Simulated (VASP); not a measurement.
Wanted: the native input for a VASP 6.6.1 run.

```
Task                   : single point
Functional             : r2SCAN
Potentials or basis    : VASP PAW PBE potentials, release 64 (Mg)
Cutoff                 : 520 eV
k mesh                 : 10 × 10 × 5
Occupations            : fermi-dirac, width 0.05 eV
Spin                   : no spin polarisation
Dipole correction      : no
Further INCAR settings : ALGO = Normal; EDIFF = 1e-06; NBANDS = 9
```

Crystal: Mg.

```
Mg
1.0
     3.10729    0.00000    0.00000
    -1.55365    2.69099    0.00000
     0.00000    0.00000    5.16816
Mg
2
Direct
  0.66667 0.33333 0.75000
  0.33333 0.66667 0.25000
```

The input as run:

POSCAR

```
Mg
1.0
    3.1072914222      0.0000000000      0.0000000000
   -1.5536457111      2.6909933085      0.0000000000
    0.0000000000      0.0000000000      5.1681642608
Mg
2
Direct
    0.6666666667      0.3333333333      0.7500000000
    0.3333333333      0.6666666667      0.2500000000
```

INCAR.step1

```
ALGO = Normal
EDIFF = 1E-4
ENCUT = 520
GGA = PE
ISMEAR = -1
LASPH = True
LCHARG = False
LREAL = False
LWAVE = True
NBANDS = 9
NELM = 80
PREC = Accurate
SIGMA = 0.05
```

INCAR.step2

```
ALGO = Normal
EDIFF = 1E-6
ENCUT = 520
ISIF = 2
ISMEAR = -1
ISTART = 1
LASPH = True
LCHARG = False
LMIXTAU = True
LREAL = False
LWAVE = False
METAGGA = R2SCAN
NBANDS = 9
NELM = 80
PREC = Accurate
SIGMA = 0.05
```

KPOINTS

```
k-points
0
Gamma
  10 10 5
```

Potentials or basis: VASP PAW PBE potentials, release 64 (Mg).

Command:

```sh
$ cat potpaw_PBE.64/Mg/POTCAR > POTCAR
$ cp INCAR.step1 INCAR
$ mpirun -np 1 vasp_std > vasp.out
$ cp INCAR.step2 INCAR
$ mpirun -np 1 vasp_std > vasp.out
```

It gave:

```yaml
Pressure: 1.7 GPa
Band_gap_on_the_k_mesh: zero (band 2 reaches 3.48 eV, above the bottom of band 3 at 1.54 eV)
```

Caveat: the PAW data sets were made with another functional, which shifts forces and pressure a little.

Run time: 27 s on 1 thread of Intel(R) Xeon(R) Platinum 8559C (Emerald Rapids), with other jobs on the host, peak memory 0.16 GiB.
